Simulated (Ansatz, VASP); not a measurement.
Bi in VASP and in Ansatz

```
CELL_PARAMETERS angstrom
-1.84619 1.84619 1.84619
1.84619 -1.84619 1.84619
1.84619 1.84619 -1.84619
ATOMIC_POSITIONS crystal
Bi 0.00000 0.00000 0.00000
```

Alike in both runs: task single point; functional PBE; k mesh 16 × 16 × 16; occupations fermi-dirac, width 0.1 eV; no spin polarisation.

|  | VASP | Ansatz |
| --- | --- | --- |
| version | VASP 6.6.1 | Ansatz 0.2.0 |
| potentials or method | VASP PAW PBE potentials, release 64 (Bi_d), cutoff 520 eV | scalar-relativistic, plane waves, PAW |
| valence electrons in the cell | 15 | 15 |

```tsv
	VASP	Ansatz	Ansatz less VASP
gap on the k mesh at the Fermi level (eV)	none	none	-
pressure (GPa)	20.1	20.2	+0.07
```

A gap of «none» marks a metal or a gap that the smearing closes. The functional is the same, so the differences come from potentials, cutoffs and numerics.

Spin-orbit coupling is off throughout.
